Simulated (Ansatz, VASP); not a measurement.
## P: VASP beside Ansatz

Contents of INCAR:

```
SYSTEM = P
  PREC = Accurate
  ENCUT = 520
  EDIFF = 1E-6
  ISMEAR = 0
  SIGMA = 0.03
  LREAL = .False.
  LASPH = .True.
  NELM = 80
  ALGO = Normal
  ISIF = 2
  LWAVE = .False.
  LCHARG = .True.
  GGA = PE
  LELF = .True.
  LVHAR = .True.
  NBANDS = 18
```

The input KPOINTS:

```
regular mesh
0
Gamma
  10 10 8
  0 0 0
```

POSCAR

```
P
1.0
    1.6582000000     -5.2420000000      0.0000000000
    1.6582000000      5.2420000000      0.0000000000
    0.0000000000      0.0000000000      4.3793000000
P
4
Direct
    0.8983800000      0.1016200000      0.0806800000
    0.6016200000      0.3983800000      0.5806800000
    0.1016200000      0.8983800000      0.9193200000
    0.3983800000      0.6016200000      0.4193200000
```

Input for Ansatz:

```yaml
crystal:
  lattice:
    - [1.6582, -5.242, 0.0]
    - [1.6582, 5.242, 0.0]
    - [0.0, 0.0, 4.3793]
  atoms:
    - { symbol: P, position: [0.89838, 0.10162, 0.08068] }
    - { symbol: P, position: [0.60162, 0.39838, 0.58068] }
    - { symbol: P, position: [0.10162, 0.89838, 0.91932] }
    - { symbol: P, position: [0.39838, 0.60162, 0.41932] }
scf:
  occupations: { method: gaussian, width: 0.03 }
output:
  eigenstates:
    kpoints:
      - [0.0, 0.0, 0.0]
      - [-0.025, 0.025, 0.0]
      - [-0.05, 0.05, 0.0]
      - [-0.075, 0.075, 0.0]
      - [-0.1, 0.1, 0.0]
      - [-0.125, 0.125, 0.0]
      - [-0.15, 0.15, 0.0]
      - [-0.175, 0.175, 0.0]
      - [-0.2, 0.2, 0.0]
      - [-0.225, 0.225, 0.0]
      - [-0.25, 0.25, 0.0]
      - [-0.275, 0.275, 0.0]
      - [-0.3, 0.3, 0.0]
      - [-0.325, 0.325, 0.0]
      - [-0.35, 0.35, 0.0]
      - [-0.375, 0.375, 0.0]
      - [-0.4, 0.4, 0.0]
      - [-0.425, 0.425, 0.0]
      - [-0.45, 0.45, 0.0]
      - [-0.475, 0.475, 0.0]
      - [-0.5, 0.5, 0.0]
      - [0.006, 0.006, 0.0]
      - [0.012, 0.012, 0.0]
      - [0.018, 0.018, 0.0]
      - [0.024, 0.024, 0.0]
      - [0.03, 0.03, 0.0]
      - [0.036, 0.036, 0.0]
      - [0.042, 0.042, 0.0]
      - [0.048, 0.048, 0.0]
      - [0.0, 0.0, 0.008]
      - [0.0, 0.0, 0.016]
      - [0.0, 0.0, 0.024]
      - [0.0, 0.0, 0.032]
      - [0.0, 0.0, 0.04]
      - [0.0, 0.0, 0.048]
      - [0.0, 0.0, 0.056]
      - [0.0, 0.0, 0.064]
      - [-0.494, 0.506, 0.0]
      - [-0.488, 0.512, 0.0]
      - [-0.482, 0.518, 0.0]
      - [-0.476, 0.524, 0.0]
      - [-0.47, 0.53, 0.0]
      - [-0.464, 0.536, 0.0]
      - [-0.458, 0.542, 0.0]
      - [-0.452, 0.548, 0.0]
      - [-0.5, 0.5, 0.008]
      - [-0.5, 0.5, 0.016]
      - [-0.5, 0.5, 0.024]
      - [-0.5, 0.5, 0.032]
      - [-0.5, 0.5, 0.04]
      - [-0.5, 0.5, 0.048]
      - [-0.5, 0.5, 0.056]
      - [-0.5, 0.5, 0.064]
hamiltonian:
  xc: pbe
kpoints:
  mp_grid: { grid: [10, 10, 8] }
```

Alike in both runs: task single point; functional PBE; k mesh 10 × 10 × 8; occupations gaussian, width 0.03 eV; no spin polarisation.

|  | VASP | Ansatz |
| --- | --- | --- |
| version | VASP 6.6.1 | Ansatz 0.2.0 |
| potentials or method | VASP PAW PBE potentials, release 64 (P) | scalar-relativistic, plane waves, PAW |
| plane-wave cutoff (eV) | 520 | 420 |
| valence electrons in the cell | 20 | 20 |

Ansatz gave:

| Quantity | Value |
| --- | --- |
| gap on the k mesh at the Fermi level (eV) | 0.02 |
| least direct gap on the mesh (eV) | 0.13 |

Problem. Estimate VASP's values.

Solution. gap on the k mesh at the Fermi level (eV): 0.04; least direct gap on the mesh (eV): 0.15.

With one functional, cell and mesh, what is left measures potentials, basis and numerics.
